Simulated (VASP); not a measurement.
Input of a VASP 6.6.1 run:

File INCAR:

```
ALGO = Normal ; EDIFF = 1E-8
ENCUT = 520 ; GGA = CA
IBRION = 8 ; ISIF = 2
ISMEAR = -1 ; LASPH = T
LCHARG = T ; LREAL = F
LWAVE = F ; NELM = 80
NSW = 1 ; PREC = Accurate
SIGMA = 0.15
```

The input KPOINTS:

```
k-points
0
Gamma
  14 14 14
```

Contents of POSCAR:

```
Ge
1.0
    0.0000000000      2.7929388427      2.7929388427
    2.7929388427      0.0000000000      2.7929388427
    2.7929388427      2.7929388427      0.0000000000
Ge
2
Direct
    0.5000000000      0.5000000000      0.5000000000
    0.7500000000      0.7500000000      0.7500000000
```

Potentials or basis: VASP PAW LDA potentials, release 64 (Ge_d).

Launch:

```bash
$ cat potpaw_LDA.64/Ge_d/POTCAR > POTCAR
$ mpirun -np 1 vasp_std > vasp.out
```

Question: What does it give for the highest phonon frequency at Γ?

Answer: 296 cm⁻¹.

Phonon frequencies in cm⁻¹ (negative: imaginary):
```tsv
q point	frequencies
(0.000, 0.000, 0.000)	0 0 0 296 296 296
```

Caveat: the cell stands under pressure or tension, which shifts response properties.
